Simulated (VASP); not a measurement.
# MgTl (Pm-3m) in VASP: further runs, part 2 of 2

VASP 6.6.1. The steps go on from the part before.

### Step 3. Electric field gradients, LDA (volume scaled by 1.02)

File INCAR:

```
SYSTEM = MgTl
PREC     = Accurate       ! precision mode
ENCUT    = 520            ! plane-wave cutoff, eV
EDIFF    = 1E-8           ! SCF threshold, eV
ISMEAR   = -1             ! smearing method
SIGMA    = 0.05           ! smearing width, eV
LREAL    = .False.        ! projectors in reciprocal space
LASPH    = .True.         ! aspherical terms in the spheres
NELM     = 100            ! most SCF steps
ALGO     = Normal         ! electronic algorithm
ISIF     = 2              ! what is computed and relaxed
LWAVE    = .False.        ! write WAVECAR
LCHARG   = .False.        ! write CHGCAR
GGA      = CA             ! functional
LEFG     = .True.       
NBANDS   = 14             ! bands
```

File KPOINTS:

```
regular mesh
0
Gamma
  9 9 9
  0 0 0
```

File POSCAR:

```
MgTl
1.0
    3.6590735492      0.0000000000      0.0000000000
    0.0000000000      3.6590735492      0.0000000000
    0.0000000000      0.0000000000      3.6590735492
Mg Tl
1 1
Direct
    0.0000000000      0.0000000000      0.0000000000
    0.5000000000      0.5000000000      0.5000000000
```

Potentials or basis: VASP PAW LDA potentials, release 64 (Mg, Tl_d).

Run with:

```
cat potpaw_LDA.64/Mg/POTCAR potpaw_LDA.64/Tl_d/POTCAR > POTCAR
mpirun -np 1 vasp_std > vasp.out
```

OUTCAR:

```text
SYSTEM = MgTl
   PREC = Accurate
   ENCUT = 520
   EDIFF = 1E-8
   ISMEAR = -1
   LREAL = .False.
   LASPH = .True.
   NELM = 100
   ISIF = 2
   GGA = CA

 ion  position               nearest neighbor table
   1  0.000  0.000  0.000-   2 3.17   2 3.17   2 3.17   2 3.17   2 3.17   2 3.17   2 3.17   2 3.17

   2  0.500  0.500  0.500-   1 3.17   1 3.17   1 3.17   1 3.17   1 3.17   1 3.17   1 3.17   1 3.17

  LATTYP: Found a simple cubic cell.
 ALAT       =     3.6590735492

  Lattice vectors:

 A1 = (   3.6590735492,   0.0000000000,   0.0000000000)
 A2 = (   0.0000000000,   3.6590735492,   0.0000000000)
 A3 = (   0.0000000000,   0.0000000000,   3.6590735492)

Analysis of symmetry for initial positions (statically):
=====================================================================
 Subroutine PRICEL returns:
 Original cell was already a primitive cell.

 Routine SETGRP: Setting up the symmetry group for a
 simple cubic supercell.

 Subroutine GETGRP returns: Found 48 space group operations
 (whereof 48 operations were pure point group operations)
 out of a pool of 48 trial point group operations.

The static configuration has the point symmetry O_h .

Analysis of symmetry for dynamics (positions and initial velocities):
=====================================================================
 Subroutine PRICEL returns:
 Original cell was already a primitive cell.

 Routine SETGRP: Setting up the symmetry group for a
 simple cubic supercell.

 Subroutine GETGRP returns: Found 48 space group operations
 (whereof 48 operations were pure point group operations)
 out of a pool of 48 trial point group operations.

The dynamic configuration has the point symmetry O_h .

[... 167 lines left out ...]
     13      18.3931      0.00000
     14      18.3931      0.00000
[... 377 lines left out ...]
      1      -6.4873      2.00000
      2      -6.3706      2.00000
      3      -6.3392      2.00000
      4      -6.3074      2.00000
      5      -6.1057      2.00000
      6      -1.0675      2.00000
      7       2.1305      2.00000
      8       4.1803      2.00000
      9       6.6600      0.00000
     10       9.4380      0.00000
     11      11.1968      0.00000
     12      13.3275      0.00000
     13      13.9100      0.00000
     14      15.8215      0.00000

 [... further k-points ...]
[... 5 lines left out ...]
  --------------------------------------------------------------------------------------
  -------------------------------------------------------------------------------------
  Total       -1.0188939     -1.0188939     -1.0188939     -0.0000000      0.0000000     -0.0000000
  in kB      -33.3216223    -33.3216223    -33.3216223     -0.0000000      0.0000000     -0.0000000
  external PRESSURE =     -33.3216223 kB  Pullay stress =       0.0000000 kB

 VOLUME and BASIS-vectors are now :
 -----------------------------------------------------------------------------
  energy-cutoff  :      520.00
  volume of cell :       48.99
      direct lattice vectors                 reciprocal lattice vectors
     3.659073549  0.000000000  0.000000000     0.273293222  0.000000000  0.000000000
     0.000000000  3.659073549  0.000000000     0.000000000  0.273293222  0.000000000
     0.000000000  0.000000000  3.659073549     0.000000000  0.000000000  0.273293222

 POSITION                                       TOTAL-FORCE (eV/Angst)
 -----------------------------------------------------------------------------------
      0.00000      0.00000      0.00000         0.000000      0.000000      0.000000
      1.82954      1.82954      1.82954         0.000000      0.000000      0.000000
 -----------------------------------------------------------------------------------
    total drift:                                0.000000      0.000000      0.000000

  FREE ENERGIE OF THE ION-ELECTRON SYSTEM (eV)
  ---------------------------------------------------
  free  energy   TOTEN  =        -5.0345016682 eV

  energy  without entropy=       -5.0257510908  energy(sigma->0) =       -5.03012638

 Electric field gradients (V/A^2)
---------------------------------------------------------------------
 ion       V_xx      V_yy      V_zz      V_xy      V_xz      V_yz
---------------------------------------------------------------------
   1      -0.000    -0.000     0.000    -0.000     0.000    -0.000
   2       0.000     0.000    -0.000     0.000     0.000     0.000
---------------------------------------------------------------------

 Electric field gradients after diagonalization (V/A^2)
 (convention: |V_zz| > |V_xx| > |V_yy|)
----------------------------------------------------------------------
 ion       V_xx      V_yy      V_zz     asymmetry (V_yy - V_xx)/ V_zz
----------------------------------------------------------------------
   1       0.000    -0.000    -0.000       1.664
   2       0.000     0.000    -0.000       0.158
----------------------------------------------------------------------

           NMR quadrupolar parameters

 Cq : quadrupolar parameter    Cq=e*Q*V_zz/h
 eta: asymmetry parameters     (V_yy - V_xx)/ V_zz
 Q  : nuclear electric quadrupole moment in mb (millibarn)
----------------------------------------------------------------------
 ion       Cq(MHz)       eta       Q (mb)
----------------------------------------------------------------------
   1      -0.000       1.664       1.000
   2      -0.000       0.158       1.000
----------------------------------------------------------------------
```

OSZICAR:

```text
N       E                     dE             d eps       ncg     rms          rms(c)
DAV:   1     0.537640457927E+02    0.53764E+02   -0.72794E+03  1052   0.900E+02
DAV:   2    -0.420854158106E+01   -0.57973E+02   -0.55882E+02  1166   0.198E+02
DAV:   3    -0.514042107482E+01   -0.93188E+00   -0.93026E+00  1220   0.215E+01
DAV:   4    -0.514521414419E+01   -0.47931E-02   -0.47928E-02  1202   0.175E+00
DAV:   5    -0.514527668167E+01   -0.62537E-04   -0.62537E-04  1268   0.192E-01    0.245E+00
DAV:   6    -0.506853065932E+01    0.76746E-01   -0.56243E-02  1154   0.196E+00    0.165E+00
DAV:   7    -0.503574305192E+01    0.32788E-01   -0.36286E-02  1154   0.149E+00    0.583E-01
DAV:   8    -0.503457584535E+01    0.11672E-02   -0.30562E-03  1292   0.376E-01    0.644E-02
DAV:   9    -0.503450454879E+01    0.71297E-04   -0.16561E-04  1124   0.806E-02    0.166E-02
DAV:  10    -0.503450175695E+01    0.27918E-05   -0.71720E-06  1256   0.172E-02    0.615E-03
DAV:  11    -0.503450170796E+01    0.48996E-07   -0.30030E-07  1184   0.377E-03    0.113E-03
DAV:  12    -0.503450166816E+01    0.39796E-07   -0.11558E-07  1190   0.257E-03    0.194E-04
DAV:  13    -0.503450166820E+01   -0.39108E-10   -0.24116E-09   736   0.321E-04
   1 F= -.50345017E+01 E0= -.50301264E+01  d E =-.875058E-02
```

stdout:

```text
POSCAR found type information on POSCAR MgTl
 POSCAR found :  2 types and       2 ions
 scaLAPACK will be used
 LDA part: xc-table for (Slater(with rela. corr.)+CA(PZ))
 , standard interpolation
 POSCAR, INCAR and KPOINTS ok, starting setup
 FFT: planning ... GRIDC
 FFT: planning ... GRID_SOFT
 FFT: planning ... GRID
 WAVECAR not read
 entering main loop
ion   1

ion   2
```

Wall time 17 s (1 thread of Intel Xeon Platinum 8259CL at 2.50GHz (Skylake/Cascade Lake), shared host); peak memory 0.15 GiB.

What came out:

```yaml
Free_energy: -5.0345 eV
Pressure: -3.3 GPa
```

Caveat: without QUAD_EFG the Cq values of the log hold for a quadrupole moment of 1 mb, not for the nuclei.
